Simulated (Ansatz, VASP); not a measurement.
# PbSe: VASP beside Ansatz

POSCAR

```
PbSe
1.0
    0.0000000000      3.0523627126      3.0523627126
    3.0523627126      0.0000000000      3.0523627126
    3.0523627126      3.0523627126      0.0000000000
Pb Se
1 1
Direct
    0.0000000000      0.0000000000      0.0000000000
    0.5000000000      0.5000000000      0.5000000000
```

Contents of INCAR.step1:

```
PREC = Accurate
ENCUT = 520
EDIFF = 1E-5
ISMEAR = -1
SIGMA = 0.05
LREAL = F
LASPH = T
NELM = 60
ALGO = Normal
ISIF = 2
LWAVE = T
LCHARG = F
NBANDS = 17
GGA = PE
```

Contents of INCAR.step2:

```
PREC = Accurate
ENCUT = 520
EDIFF = 1E-6
ISMEAR = -1
SIGMA = 0.05
LREAL = F
LASPH = T
NELM = 60
ALGO = Normal
ISIF = 2
LWAVE = F
LCHARG = F
GGA = PE
LHFCALC = T
HFSCREEN = 0.2079
PRECFOCK = Normal
NBANDS = 17
ISTART = 1
```

File KPOINTS:

```
regular mesh
0
Gamma
  4 4 4
```

Input for Ansatz:

```yaml
crystal:
  lattice:
    - [0.0, 3.052362712586, 3.052362712586]
    - [3.052362712586, 0.0, 3.052362712586]
    - [3.052362712586, 3.052362712586, 0.0]
  atoms:
    - { symbol: Pb, position: [0.0, 0.0, 0.0] }
    - { symbol: Se, position: [0.5, 0.5, 0.5] }
kpoints:
  mp_grid: { grid: [4, 4, 4] }
hamiltonian:
  xc: hse06
  pseudopotentials:
    kind: paw
    azcp:
      Pb: "pseudopotentials/pbe/paw/ansatz_paw_generated_hard_1/Pb.paw.azcp"
      Se: "pseudopotentials/pbe/paw/ansatz_paw_generated_hard_1/Se.paw.azcp"
scf:
  occupations: { method: fermi_dirac, width: 0.05 }
  convergence: { dr2_threshold: "1e-10 eV" }
  exx: { energy_threshold: "2e-8 eV", singularity: regularized }
output:
  forces: true
  stress: true
  eigenvalues: true
```

Alike in both runs: task single point; functional HSE06; k mesh 4 × 4 × 4; occupations fermi-dirac, width 0.05 eV; no spin polarisation.

|  | VASP | Ansatz |
| --- | --- | --- |
| version | VASP 6.6.1 | Ansatz 0.2.0 development build |
| potentials or method | VASP PAW PBE potentials, release 64 (Pb_d, Se) | plane waves, PAW datasets (generated hard set |
| plane-wave cutoff (eV) | 520 | 700 |
| valence electrons in the cell | 20 | 38 |

Ansatz gave:

| Quantity | Value |
| --- | --- |
| gap on the k mesh at the Fermi level (eV) | 0.67 |

Which values does VASP return?

gap on the k mesh at the Fermi level (eV): 0.68.

VASP's potentials hold 20 valence electrons a cell and Ansatz's 38, so a difference there can come from the potentials and not from the codes.

The k mesh is coarse, so the values compare programs but aren't converged. Spin-orbit coupling is off throughout.
